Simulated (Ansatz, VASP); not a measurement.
**Li2ZnGeSe4 in VASP and in Ansatz**

Contents of INCAR:

```
SYSTEM = Li2ZnGeSe4
PREC = Accurate
ENCUT = 520
EDIFF = 1E-7
ISMEAR = 0
SIGMA = 0.01
LREAL = .FALSE.
LASPH = .TRUE.
NELM = 60
ALGO = Normal
ISIF = 2
LWAVE = .FALSE.
LCHARG = .TRUE.
GGA = PE
LELF = .TRUE.
LVHAR = .TRUE.
NBANDS = 38
```

File KPOINTS:

```
regular mesh
0
G
  6 6 6
  0 0 0
```

The input POSCAR:

```
Li2ZnGeSe4
1.0
   -2.7869520800      2.7869520800      5.9164467680
    2.7869520800     -2.7869520800      5.9164467680
    2.7869520800      2.7869520800     -5.9164467680
Li Zn Ge Se
2 1 1 4
Direct
    0.7500000000      0.2500000000      0.5000000000
    0.2500000000      0.7500000000      0.5000000000
    0.0000000000      0.0000000000      0.0000000000
    0.5000000000      0.5000000000      0.0000000000
    0.8624044664      0.8624044664      0.4837735353
    0.1375955336      0.6213690688      0.0000000000
    0.6213690688      0.1375955336      0.0000000000
    0.3786309312      0.3786309312      0.5162264647
```

Input for Ansatz:

```yaml
crystal:
  lattice:
    - [-2.78695208, 2.78695208, 5.916446768]
    - [2.78695208, -2.78695208, 5.916446768]
    - [2.78695208, 2.78695208, -5.916446768]
  atoms:
    - { symbol: Li, position: [0.75, 0.25, 0.5] }
    - { symbol: Li, position: [0.25, 0.75, 0.5] }
    - { symbol: Zn, position: [0.0, 0.0, 0.0] }
    - { symbol: Ge, position: [0.5, 0.5, 0.0] }
    - { symbol: Se, position: [0.8624044664, 0.8624044664, 0.4837735353] }
    - { symbol: Se, position: [0.1375955336, 0.6213690688, 0.0] }
    - { symbol: Se, position: [0.6213690688, 0.1375955336, 0.0] }
    - { symbol: Se, position: [0.3786309312, 0.3786309312, 0.5162264647] }
kpoints:
  mp_grid: { grid: [6, 6, 6] }
hamiltonian:
  xc: pbe
scf:
  occupations: { method: fixed }
  n_extra_bands: 6
output:
  forces: true
  stress: true
  eigenvalues: true
```

Alike in both runs: task single point; functional PBE; k mesh 6 × 6 × 6; no spin polarisation.

|  | VASP | Ansatz |
| --- | --- | --- |
| version | VASP 6.6.1 | Ansatz 0.2.0 |
| potentials or method | VASP PAW PBE potentials, release 64 (Li_sv, Zn, Ge_d, Se) | plane waves, PAW |
| plane-wave cutoff (eV) | 520 | 420 |
| occupations | gaussian, width 0.01 eV | fixed |
| valence electrons in the cell | 56 | 96 |

```tsv
	VASP	Ansatz	Ansatz less VASP
gap on the k mesh at the Fermi level (eV)	1.28	1.28	+0.001
rms of the force components (eV/Å)	0.071	0.067	-0.0042
```

Atom by atom the forces differ by 0.006 eV/Å (rms over components). VASP's potentials hold 56 valence electrons a cell and Ansatz's 96, so a difference there can come from the potentials and not from the codes.

Noted on VASP's run: the cutoff is short for stress, so the pressure is rough.
